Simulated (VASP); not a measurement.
# Fe in VASP: notebook, part 2 of 2

VASP 6.6.1. Earlier steps stand in the parts before.

### Step 3. Single point, PBEsol, collinear spin, ferromagnetic start

This run uses another cell than the first one: it holds 1 atom, not 4.

INCAR

```
SYSTEM = Fe
  ALGO = Normal
  EDIFF = 1E-6
  ENCUT = 690
  GGA = PS
  GGA_COMPAT = .FALSE.
  ISIF = 2
  ISMEAR = 0
  ISPIN = 2
  LASPH = .TRUE.
  LCHARG = .FALSE.
  LMAXMIX = 4
  LORBIT = 11
  LREAL = .FALSE.
  LWAVE = .FALSE.
  MAGMOM = 2.88
  NBANDS = 18
  NELM = 200
  PREC = Accurate
  SIGMA = 0.1
```

KPOINTS

```
k-points
0
G
  10 10 10
  0 0 0
```

POSCAR

```
Fe
1.0
   -1.1863041842      1.1863041842      1.9707886725
    1.1863041842     -1.1863041842      1.9707886725
    1.1863041842      1.1863041842     -1.9707886725
Fe
1
Direct
    0.0000000000      0.0000000000      0.0000000000
```

Potentials or basis: VASP PAW PBE potentials, release 64 (Fe_sv).

Launch:

```bash
> cat potpaw_PBE.64/Fe_sv/POTCAR > POTCAR
> mpirun -np 1 vasp_std > vasp.out
```

OUTCAR:

```text
SYSTEM = Fe
   EDIFF = 1E-6
   ENCUT = 690
   GGA = PS
   ISIF = 2
   ISMEAR = 0
   ISPIN = 2
   LASPH = .TRUE.
   LORBIT = 11
   LREAL = .FALSE.
   NELM = 200
   PREC = Accurate

 ion  position               nearest neighbor table
   1  0.000  0.000  0.000-

  LATTYP: Found a body centered tetragonal cell.
 ALAT       =     2.3726083684
 C/A-ratio  =     1.6612844317

  Lattice vectors:

 A1 = (  -1.1863041842,   1.1863041842,   1.9707886725)
 A2 = (   1.1863041842,  -1.1863041842,   1.9707886725)
 A3 = (   1.1863041842,   1.1863041842,  -1.9707886725)

Analysis of symmetry for initial positions (statically):
=====================================================================
 Subroutine PRICEL returns:
 Original cell was already a primitive cell.

 Routine SETGRP: Setting up the symmetry group for a
 body centered tetragonal supercell.

 Subroutine GETGRP returns: Found 16 space group operations
 (whereof 16 operations were pure point group operations)
[... 188 lines left out ...]
      1     -75.4459      1.00000
      2     -41.3898      1.00000
      3     -41.3119      1.00000
      4     -41.3119      1.00000
      5       3.6152      1.00000
      6       9.4173      1.00000
[... 493 lines left out ...]
     17      52.1356      0.00000
     18      52.4364      0.00000

 [... further k-points ...]

 spin component 2

 k-point     1 :       0.0000    0.0000    0.0000
  band No.  band energies     occupation
      1     -72.8330      1.00000
      2     -38.7764      1.00000
      3     -38.7763      1.00000
      4     -38.7483      1.00000
      5       3.9158      1.00000
      6      11.0193      1.00000
[... 493 lines left out ...]
     17      52.5078      0.00000
     18      53.2419      0.00000

 [... further k-points ...]

------------------------ aborting loop because EDIFF is reached ----------------------------------------

  FORCE on cell =-STRESS in cart. coord.  units (eV):
  Direction    XX          YY          ZZ          XY          YZ          ZX
  --------------------------------------------------------------------------------------
  -------------------------------------------------------------------------------------
  Total       -0.1114487     -0.1114487     -0.0944227     -0.0000000      0.0000000      0.0000000
  in kB      -16.0950927    -16.0950927    -13.6362465     -0.0000000      0.0000000      0.0000000
  external PRESSURE =     -15.2754773 kB  Pullay stress =       0.0000000 kB

 VOLUME and BASIS-vectors are now :
 -----------------------------------------------------------------------------
  energy-cutoff  :      690.00
  volume of cell :       11.09
      direct lattice vectors                 reciprocal lattice vectors
    -1.186304184  1.186304184  1.970788672     0.000000000  0.421477060  0.253705538
     1.186304184 -1.186304184  1.970788672     0.421477060  0.000000000  0.253705538
     1.186304184  1.186304184 -1.970788672     0.421477060  0.421477060  0.000000000

 POSITION                                       TOTAL-FORCE (eV/Angst)
 -----------------------------------------------------------------------------------
      0.00000      0.00000      0.00000         0.000000     -0.000000     -0.000000
 -----------------------------------------------------------------------------------
    total drift:                               -0.000000     -0.000000      0.000000

  FREE ENERGIE OF THE ION-ELECTRON SYSTEM (eV)
  ---------------------------------------------------
  free  energy   TOTEN  =        -8.8982418815 eV

  energy  without entropy=       -8.8919923851  energy(sigma->0) =       -8.89511713

 total charge

# of ion       s       p       d       tot
------------------------------------------
    1        2.194   6.040   5.528  13.762

 magnetization (x)

# of ion       s       p       d       tot
------------------------------------------
    1       -0.001  -0.005   2.203   2.196
```

OSZICAR:

```text
N       E                     dE             d eps       ncg     rms          rms(c)
DAV:   1     0.220342227170E+03    0.22034E+03   -0.10203E+04  7584   0.156E+03
DAV:   2    -0.806301275536E+00   -0.22115E+03   -0.20482E+03  7376   0.445E+02
DAV:   3    -0.996095160910E+01   -0.91547E+01   -0.89826E+01  8614   0.110E+02
DAV:   4    -0.100892663320E+02   -0.12831E+00   -0.12829E+00  8706   0.132E+01
DAV:   5    -0.100923454609E+02   -0.30791E-02   -0.30790E-02  8702   0.212E+00    0.141E+01
DAV:   6    -0.905436437215E+01    0.10380E+01   -0.33776E+00  8036   0.523E+01    0.114E+01
DAV:   7    -0.890877646823E+01    0.14559E+00   -0.48155E-01  8506   0.188E+01    0.481E+00
DAV:   8    -0.890382632045E+01    0.49501E-02   -0.97424E-03  8704   0.141E+00    0.143E+00
DAV:   9    -0.889830696353E+01    0.55194E-02   -0.35762E-03  9830   0.114E+00    0.369E-01
DAV:  10    -0.889822120553E+01    0.85758E-04   -0.72615E-04  8558   0.591E-01    0.860E-02
DAV:  11    -0.889823695465E+01   -0.15749E-04   -0.25898E-05  9534   0.935E-02    0.292E-02
DAV:  12    -0.889824216841E+01   -0.52138E-05   -0.59276E-06  8396   0.351E-02    0.134E-02
DAV:  13    -0.889824188150E+01    0.28690E-06   -0.43094E-07  5440   0.125E-02
   1 F= -.88982419E+01 E0= -.88951171E+01  d E =-.624950E-02  mag=     2.2215
```

stdout:

```text
POSCAR found type information on POSCAR Fe
 POSCAR found :  1 types and       1 ions
 scaLAPACK will be used
 -----------------------------------------------------------------------------
|                                                                             |
|                                                                             |
|     You enforced a specific xc type in the INCAR file but a different       |
|     I HOPE YOU KNOW WHAT YOU ARE DOING!                                     |
|                                                                             |
 -----------------------------------------------------------------------------

 LDA part: xc-table for (Slater+PW92), standard interpolation
 POSCAR, INCAR and KPOINTS ok, starting setup
 FFT: planning ... GRIDC
 FFT: planning ... GRID_SOFT
 FFT: planning ... GRID
 WAVECAR not read
 entering main loop
```

Wall time 86 s (1 thread of AMD EPYC 7R43 (Zen 3), shared host); peak memory 0.14 GiB.

Results:

| Item | Value |
| --- | --- |
| Free energy | -8.8982 eV |
| Pressure | -1.5 GPa |
| Net moment | 2.22 μB per cell |
| Site moments | Fe +2.20 μB |
| Valence electrons inside the program's atomic spheres | Fe 13.76 |

Caveat: the PAW data sets were made with another functional, which shifts forces and pressure a little.
